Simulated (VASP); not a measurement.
Write the native input for VASP 6.6.1 that does the following.

- Task: single point
- Functional: PBE
- Potentials or basis: VASP PAW PBE potentials, release 64 (Cd_sv_GW, O)
- Cutoff: 700 eV
- k mesh: 16 × 16 × 16
- Occupations: gaussian, width 0.1 eV
- Spin: no spin polarisation
- Dipole correction: no
- Further INCAR settings: ALGO = Normal; EDIFF = 1e-06; NBANDS = 20

The structure of CdO lies in POSCAR:

```
CdO
1.0
    0.0000000000      2.2979297605      2.2979297605
    2.2979297605      0.0000000000      2.2979297605
    2.2979297605      2.2979297605      0.0000000000
Cd O
1 1
Direct
    0.0000000000      0.0000000000      0.0000000000
    0.5000000000      0.5000000000      0.5000000000
```

One way to write it, as run:

INCAR

```
PREC = Accurate
ENCUT = 700
EDIFF = 1E-6
ISMEAR = 0
SIGMA = 0.1
LREAL = F
LASPH = T
NELM = 120
ALGO = Normal
ISIF = 2
LWAVE = F
LCHARG = T
GGA = PE
LELF = T
LVHAR = T
NBANDS = 20
GGA_COMPAT = F
```

KPOINTS

```
Automatic mesh
0
Gamma
  16 16 16
```

Potentials or basis: VASP PAW PBE potentials, release 64 (Cd_sv_GW, O).

The run is started by

```console
$ cat potpaw_PBE.64/Cd_sv_GW/POTCAR potpaw_PBE.64/O/POTCAR > POTCAR
$ mpirun -np 1 vasp_std > vasp.out
```

It gave:

```json
{
  "Pressure": "17.8 GPa",
  "Band gap on the k mesh": "zero (bands 13 and 14 overlap by 0.28 eV)"
}
```

Caveat: the cell stands under pressure; semilocal functionals underestimate gaps, and a narrow one can read as zero.

Wall time 90 s on 1 thread of Intel(R) Xeon(R) Platinum 8259CL CPU @ 2.50GHz (Skylake/Cascade Lake), on a shared host, peak memory 0.26 GiB.
